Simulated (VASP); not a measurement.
# ZrTi5C6 (Pmmm) in VASP: a series of runs

ZrTi5C6 is run at these levels: PBE; tasks: single point.

All numbers are computed with VASP 6.6.1; they aren't measurements. Logs are shortened: lines on timing, memory, paths and dates and some standing lists are left out, and cuts for length are marked.

## Step 1: The cell of the first run

Symmetry: Pmmm, No. 47, orthorhombic system. The conventional cell has a = 3.113 Å, b = 4.411 Å, c = 9.340 Å, α = 90.00°, β = 90.00°, γ = 90.00°. Zr (site symmetry mmm) has 6 C at 2.21 to 2.28 Å within 2.9 Å. Ti (site symmetry mm2) has 6 C at 2.16 to 2.21 Å within 2.9 Å. Within 2.9 Å of Ti (site symmetry mm2) lie 6 C at 2.18 to 2.24 Å. Within 2.9 Å of Ti (site symmetry mmm) lie 6 C at 2.18 to 2.21 Å. C (site symmetry mm2) has 6 Ti at 2.18 to 2.21 Å within 2.9 Å. C (site symmetry mm2) has 4 Ti at 2.16 to 2.21 Å and 2 Zr at 2.28 Å within 2.9 Å. C (site symmetry mmm) has 2 Zr at 2.21 Å and 4 Ti at 2.24 Å within 2.9 Å. C (site symmetry mmm) has 6 Ti at 2.17 to 2.21 Å within 2.9 Å.

## Step 2: Single point, PBE

Input file INCAR:

```
SYSTEM = ZrTi5C6
PREC = Accurate
ENCUT = 520
EDIFF = 1E-6
ISMEAR = 0
SIGMA = 0.1
LREAL = .False.
LASPH = .True.
NELM = 60
ALGO = Normal
ISIF = 2
LWAVE = .False.
LCHARG = .True.
GGA = PE
LELF = .True.
LVHAR = .True.
NBANDS = 60
```

Input file KPOINTS:

```
regular mesh
0
Gamma
  6 4 2
  0 0 0
```

Input file POSCAR:

```
ZrTi5C6
1.0
    3.1125760000      0.0000000000      0.0000000000
    0.0000000000      4.4111150000      0.0000000000
    0.0000000000      0.0000000000      9.3400200000
Zr Ti C
1 5 6
Direct
    0.0000000000      0.0000000000      0.0000000000
    0.0000000000      0.0000000000      0.6619590000
    0.5000000000      0.5000000000      0.8273110000
    0.5000000000      0.5000000000      0.1726890000
    0.0000000000      0.0000000000      0.3380410000
    0.5000000000      0.5000000000      0.5000000000
    0.0000000000      0.5000000000      0.6639430000
    0.5000000000      0.0000000000      0.8223040000
    0.0000000000      0.5000000000      0.0000000000
    0.5000000000      0.0000000000      0.1776960000
    0.0000000000      0.5000000000      0.3360570000
    0.5000000000      0.0000000000      0.5000000000
```

Potentials or basis: VASP PAW PBE potentials, release 64 (Zr_sv, Ti_sv, C).

Command:

```
$ cat potpaw_PBE.64/Zr_sv/POTCAR potpaw_PBE.64/Ti_sv/POTCAR potpaw_PBE.64/C/POTCAR > POTCAR
$ mpirun -np 1 vasp_std > vasp.out
```

OUTCAR:

```text
SYSTEM = ZrTi5C6
   PREC = Accurate
   ENCUT = 520
   EDIFF = 1E-6
   ISMEAR = 0
   LREAL = .False.
   LASPH = .True.
   NELM = 60
   ISIF = 2
   GGA = PE

 ion  position               nearest neighbor table
   1  0.000  0.000  0.000-   9 2.21   9 2.21  10 2.28   8 2.28   8 2.28  10 2.28   4 3.14   4 3.14
                             3 3.14   4 3.14   3 3.14   3 3.14   3 3.14   4 3.14   2 3.16   5 3.16
   2  0.000  0.000  0.662-   8 2.16   8 2.16  12 2.17  12 2.17   7 2.21   7 2.21   1 3.16
   3  0.500  0.500  0.827-   7 2.18   7 2.18   8 2.21   8 2.21   9 2.24   9 2.24   1 3.14   1 3.14
                             1 3.14   1 3.14
   4  0.500  0.500  0.173-  11 2.18  11 2.18  10 2.21  10 2.21   9 2.24   9 2.24   1 3.14   1 3.14
                             1 3.14   1 3.14
   5  0.000  0.000  0.338-  10 2.16  10 2.16  12 2.17  12 2.17  11 2.21  11 2.21   1 3.16
   6  0.500  0.500  0.500-   7 2.18  11 2.18   7 2.18  11 2.18  12 2.21  12 2.21
   7  0.000  0.500  0.664-   3 2.18   3 2.18   6 2.18   6 2.18   2 2.21   2 2.21
   8  0.500  0.000  0.822-   2 2.16   2 2.16   3 2.21   3 2.21   1 2.28   1 2.28
   9  0.000  0.500  0.000-   1 2.21   1 2.21   4 2.24   3 2.24   3 2.24   4 2.24
  10  0.500  0.000  0.178-   5 2.16   5 2.16   4 2.21   4 2.21   1 2.28   1 2.28
  11  0.000  0.500  0.336-   4 2.18   4 2.18   6 2.18   6 2.18   5 2.21   5 2.21
  12  0.500  0.000  0.500-   2 2.17   5 2.17   2 2.17   5 2.17   6 2.21   6 2.21

  LATTYP: Found a simple orthorhombic cell.
 ALAT       =     3.1125760000
 B/A-ratio  =     1.4171910983
 C/A-ratio  =     3.0007363676

  Lattice vectors:

 A1 = (   3.1125760000,   0.0000000000,   0.0000000000)
 A2 = (   0.0000000000,   4.4111150000,   0.0000000000)
 A3 = (   0.0000000000,   0.0000000000,   9.3400200000)

Analysis of symmetry for initial positions (statically):
=====================================================================
 Subroutine PRICEL returns:
 Original cell was already a primitive cell.

 Routine SETGRP: Setting up the symmetry group for a
 simple orthorhombic supercell.

 Subroutine GETGRP returns: Found  8 space group operations
 (whereof  8 operations were pure point group operations)
 out of a pool of  8 trial point group operations.

The static configuration has the point symmetry D_2h.

Analysis of symmetry for dynamics (positions and initial velocities):
=====================================================================
 Subroutine PRICEL returns:
 Original cell was already a primitive cell.

 Routine SETGRP: Setting up the symmetry group for a
 simple orthorhombic supercell.

 Subroutine GETGRP returns: Found  8 space group operations
 (whereof  8 operations were pure point group operations)
[... 136 lines left out ...]
   ISMEAR =     0;   SIGMA  =   0.10  broadening in eV -4-tet -1-fermi 0-gaus
   EFERMI_NEDOS =   21; number of points for ismear=-14 and -15
   IALGO  =     38    algorithm
   IMIX   =      4    mixing-type and parameters
     AMIX     =   0.40;   BMIX     =  1.00
     AMIX_MAG =   1.60;   BMIX_MAG =  1.00
  volume/ion in A,a.u.               =      10.69        72.12
  Fermi-wavevector in a.u.,A,eV,Ry     =   1.486483  2.809045 30.063852  2.209631
  Thomas-Fermi vector in A             =   2.599763
   LORBIT       =      0    0 simple, 1 ext, 2 COOP (PROOUT), +10 PAW based schemes
   GGA     = PE    functional components
   LHFCALC =     F    Hartree Fock is set to
   AEXX    =    0.0000 exact exchange contribution
   IVDW    =     0    specifies the selected vdW correction
   LEPSILON=     F    determine dielectric tensor
   LRPA    =     F    only Hartree local field effects (RPA)
 non-spin polarized calculation
 Gauss-broadening in eV      SIGMA  =   0.10
  energy-cutoff  :      520.00
  volume of cell :      128.24
 maximum number of plane-waves:      3480
 NGX is ok and might be reduce to    24
   NGX = 11   NGY = 17   NGZ = 35

 number of electron      96.0000004 magnetization

 Free energy of the ion-electron system (eV)
  ---------------------------------------------------
  ext. energy  EPLUGINS =         0.00000000
  ---------------------------------------------------
  free energy    TOTEN  =      -112.51726667 eV

  energy without entropy =     -112.50379611  energy(sigma->0) =     -112.51053139

 E-fermi :   9.3070     XC(G=0): -12.5560

 val. band max:        9.2587598176   @ k =   0.1667   0.0000   0.5000
 cond. band min:       9.3468936984   @ k =   0.1667   0.0000   0.5000
 fundamental gap:      0.0881338808
 Fermi energy:         9.3070498780

 k-point     1 :       0.0000    0.0000    0.0000
  band No.  band energies     occupation
      1     -47.3164      2.00000
      2     -47.3067      2.00000
      3     -47.2616      2.00000
      4     -47.1776      2.00000
      5     -47.1744      2.00000
      6     -38.2364      2.00000
[... 1501 lines left out ...]
     59      12.5170      0.00000
     60      12.6680      0.00000

------------------------ aborting loop because EDIFF is reached ----------------------------------------

  FORCE on cell =-STRESS in cart. coord.  units (eV):
  Direction    XX          YY          ZZ          XY          YZ          ZX
  --------------------------------------------------------------------------------------
  -------------------------------------------------------------------------------------
  Total        0.2102631      0.1051862      0.1414869      0.0000000      0.0000000      0.0000000
  in kB        2.6269849      1.3141750      1.7677083      0.0000000      0.0000000      0.0000000
  external PRESSURE =       1.9029561 kB  Pullay stress =       0.0000000 kB

 VOLUME and BASIS-vectors are now :
 -----------------------------------------------------------------------------
  energy-cutoff  :      520.00
  volume of cell :      128.24
      direct lattice vectors                 reciprocal lattice vectors
     3.112576000  0.000000000  0.000000000     0.321277296  0.000000000  0.000000000
     0.000000000  4.411115000  0.000000000     0.000000000  0.226700052  0.000000000
     0.000000000  0.000000000  9.340020000     0.000000000  0.000000000  0.107066152

 POSITION                                       TOTAL-FORCE (eV/Angst)
 -----------------------------------------------------------------------------------
      0.00000      0.00000      0.00000         0.000000     -0.000000      0.000000
      0.00000      0.00000      6.18271         0.000000     -0.000000     -0.032772
      1.55629      2.20556      7.72710         0.000000      0.000000     -0.018009
      1.55629      2.20556      1.61292         0.000000      0.000000      0.018009
      0.00000      0.00000      3.15731        -0.000000     -0.000000      0.032772
      1.55629      2.20556      4.67001         0.000000     -0.000000      0.000000
      0.00000      2.20556      6.20124        -0.000000     -0.000000      0.008615
      1.55629      0.00000      7.68034         0.000000     -0.000000     -0.011034
      0.00000      2.20556      0.00000         0.000000     -0.000000      0.000000
      1.55629      0.00000      1.65968         0.000000     -0.000000      0.011034
      0.00000      2.20556      3.13878         0.000000     -0.000000     -0.008615
      1.55629      0.00000      4.67001         0.000000     -0.000000      0.000000
 -----------------------------------------------------------------------------------
    total drift:                                0.000000     -0.000000      0.000000

  FREE ENERGIE OF THE ION-ELECTRON SYSTEM (eV)
  ---------------------------------------------------
  free  energy   TOTEN  =      -112.5172666713 eV

  energy  without entropy=     -112.5037961088  energy(sigma->0) =     -112.51053139
```

Wall time 3.8 min (1 thread of Intel Xeon Platinum 8259CL at 2.50GHz (Skylake/Cascade Lake), shared host); peak memory 0.31 GiB.

Results:

```yaml
Free_energy: -112.5173 eV
Pressure: 0.2 GPa
Largest_force: 0.033 eV/Å
Band_gap_on_the_k_mesh: zero (band 48 reaches 10.09 eV, above the bottom of band 49 at 9.01 eV)
```

Forces in eV/Å, atoms in the order of the input:
```
Zr   0.000  0.000  0.000
Ti   0.000  0.000 -0.033
Ti   0.000  0.000 -0.018
Ti   0.000  0.000  0.018
Ti   0.000  0.000  0.033
Ti   0.000  0.000  0.000
C    0.000  0.000  0.009
C    0.000  0.000 -0.011
C    0.000  0.000  0.000
C    0.000  0.000  0.011
C    0.000  0.000 -0.009
C    0.000  0.000  0.000
```

Levels at points of the mesh, in eV from the Fermi level:
```csv
k point,band 46,band 47,band 48,band 49,band 50,band 51
"(0.00, 0.00, 0.00)",0.06,0.77,0.78,0.80,1.40,1.56
"(0.50, 0.00, 0.00)",-0.93,-0.89,-0.69,0.51,0.54,0.76
"(0.00, 0.50, 0.00)",-0.50,-0.37,-0.35,-0.30,-0.24,2.08
"(0.50, 0.50, 0.00)",-2.25,-2.25,-2.03,2.49,2.50,2.54
"(0.00, 0.00, 0.50)",-0.38,-0.35,-0.22,0.64,0.88,0.97
"(0.50, 0.00, 0.50)",-1.53,-0.12,0.05,0.05,0.33,1.51
"(0.00, 0.50, 0.50)",-1.27,-1.23,-1.20,0.78,0.91,1.09
"(0.50, 0.50, 0.50)",-2.46,-2.44,-2.19,2.57,2.64,2.64
```

## Step 3: Single point, PBE

Input file INCAR:

```
PREC = Accurate ; ENCUT = 520
EDIFF = 1E-6 ; ISMEAR = 0
SIGMA = 0.2 ; LREAL = False
LASPH = True ; NELM = 100
ALGO = Normal ; ISIF = 2
LWAVE = False ; LCHARG = True
GGA = PE ; LELF = True
LVHAR = True ; NBANDS = 60
```

Input file KPOINTS:

```
regular mesh
0
Gamma
  8 6 4
```

POSCAR is that of step 2.

Potentials or basis: VASP PAW PBE potentials, release 64 (Zr_sv, Ti_sv, C).

Command:

```
$ cat potpaw_PBE.64/Zr_sv/POTCAR potpaw_PBE.64/Ti_sv/POTCAR potpaw_PBE.64/C/POTCAR > POTCAR
$ mpirun -np 1 vasp_std > vasp.out
```

Wall time 9 min (1 thread of Intel Xeon Platinum 8259CL at 2.50GHz (Skylake/Cascade Lake), shared host); peak memory 0.48 GiB.

Results (log left out):

- Free energy: -112.5045 eV
- Pressure: 0.3 GPa
- Largest force: 0.014 eV/Å
- Band gap on the k mesh: zero (band 48 reaches 10.09 eV, above the bottom of band 49 at 9.01 eV)

Forces on the atoms (eV/Å):
```
Zr   0.000  0.000  0.000
Ti   0.000  0.000 -0.002
Ti   0.000  0.000  0.004
Ti   0.000  0.000 -0.004
Ti   0.000  0.000  0.002
Ti   0.000  0.000  0.000
C    0.000  0.000  0.004
C    0.000  0.000 -0.014
C    0.000  0.000  0.000
C    0.000  0.000  0.014
C    0.000  0.000 -0.004
C    0.000  0.000  0.000
```

Stress tensor (GPa, compression positive):
```
0.52 0.00 0.00
0.00 0.15 0.00
0.00 0.00 0.11
```

Levels at points of the mesh, in eV from the Fermi level:
| k point | band 45 | band 46 | band 47 | band 48 | band 49 | band 50 | band 51 | band 52 |
| --- | --- | --- | --- | --- | --- | --- | --- | --- |
| (0.00, 0.00, 0.00) | -0.01 | -0.01 | 0.70 | 0.71 | 0.73 | 1.33 | 1.49 | 1.50 |
| (0.50, 0.00, 0.00) | -1.04 | -1.00 | -0.96 | -0.76 | 0.44 | 0.48 | 0.69 | 0.79 |
| (0.00, 0.50, 0.00) | -0.62 | -0.57 | -0.45 | -0.42 | -0.36 | -0.31 | 2.02 | 2.05 |
| (0.50, 0.50, 0.00) | -2.34 | -2.32 | -2.31 | -2.10 | 2.42 | 2.43 | 2.48 | 2.50 |
| (0.00, 0.00, 0.50) | -0.57 | -0.46 | -0.41 | -0.28 | 0.57 | 0.81 | 0.90 | 1.02 |
| (0.50, 0.00, 0.50) | -1.63 | -1.60 | -0.18 | -0.02 | -0.02 | 0.26 | 1.45 | 1.50 |
| (0.00, 0.50, 0.50) | -1.37 | -1.34 | -1.30 | -1.27 | 0.71 | 0.84 | 1.02 | 1.11 |
| (0.50, 0.50, 0.50) | -2.54 | -2.53 | -2.51 | -2.26 | 2.50 | 2.56 | 2.57 | 2.58 |
